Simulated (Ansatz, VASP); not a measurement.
**Two plane-wave programs on ZnS**

```
CELL_PARAMETERS angstrom
5.44313 0.00000 0.00000
0.00000 -5.44313 0.00000
0.00000 0.00000 -5.44313
ATOMIC_POSITIONS crystal
Zn 0.01461 0.01461 0.00000
Zn 0.50000 0.50000 0.00000
Zn 0.50000 0.00000 0.50000
Zn 0.00000 0.50000 0.50000
S 0.75000 0.75000 0.75000
S 0.25000 0.25000 0.75000
S 0.25000 0.75000 0.25000
S 0.75000 0.25000 0.25000
```

Alike in both runs: task single point; functional PBE; k mesh 6 × 6 × 6; occupations gaussian, width 0.05 eV; no spin polarisation.

```csv
,VASP,Ansatz
version,VASP 6.6.1,Ansatz 0.2.0
potentials or method,"VASP PAW PBE potentials, release 64 (Zn, S), cutoff 520 eV","scalar-relativistic, plane waves, PAW"
valence electrons in the cell,72,72
```

Ansatz gave:

```
gap on the k mesh at the Fermi level (eV)                     : 1.99
least direct gap on the mesh (eV)                             : 1.99
pressure (GPa)                                                : 0.1
traceless stress, the component that is largest in VASP (GPa) : 0.40
rms of the force components (eV/Å)                            : 0.189
```

**Question.** Estimate VASP's values.

**Answer.** gap on the k mesh at the Fermi level (eV): 1.99; least direct gap on the mesh (eV): 1.99; pressure (GPa): 0.3; traceless stress, the component that is largest in VASP (GPa): 0.41; rms of the force components (eV/Å): 0.191.

Atom by atom the forces differ by 0.002 eV/Å (rms over components).
